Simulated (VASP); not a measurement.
## MgO: elastic constants with LDA

The system is MgO.

```xyz
2
Lattice="0.0000 2.0537 2.0537 2.0537 0.0000 2.0537 2.0537 2.0537 0.0000" Properties=species:S:1:pos:R:3 pbc="T T T"
Mg    0.0000    0.0000    0.0000
O     2.0537    2.0537    2.0537
```

```
Program                   : VASP 6.6.1
Task                      : elastic constants
Functional                : LDA
Potentials or basis       : VASP PAW LDA potentials, release 64 (Mg, O)
Cutoff                    : 600 eV
k mesh                    : 10 × 10 × 10
Occupations               : gaussian, width 0.01 eV
Spin                      : no spin polarisation
Dipole correction         : no
Ions in elastic constants : relaxed
Further INCAR settings    : ALGO = Normal; EDIFF = 1e-08; NBANDS = 11; IBRION = 6; POTIM = 0.015; NSW = 1; ISIF = 3
```

```
Elastic constants C11, C12, C44                         : 385, 99, 161 GPa
Voigt bulk modulus                                      : 194 GPa
Highest phonon frequency at Γ, LO-TO splitting left out : 451 cm⁻¹
```

Phonon frequencies in cm⁻¹ (negative: imaginary):
| q point | frequencies |
| --- | --- |
| (0.000, 0.000, 0.000) | 0 0 0 451 451 451 |

Elastic tensor in Voigt notation (GPa, in the Cartesian axes of the cell as first typed):
```
385  99  99   0   0   0
 99 385  99   0   0   0
 99  99 385   0   0   0
  0   0   0 161   0   0
  0   0   0   0 161   0
  0   0   0   0   0 161
```

Clamped-ion elastic tensor (GPa):
```
385  99  99   0   0   0
 99 385  99   0   0   0
 99  99 385   0   0   0
  0   0   0 161   0   0
  0   0   0   0 161   0
  0   0   0   0   0 161
```

Wall time 2.7 min on 1 thread of Intel Xeon 6975P-C, with other jobs on the host, peak memory 0.25 GiB.

Caveat: the cell is under stress, which shifts elastic constants.
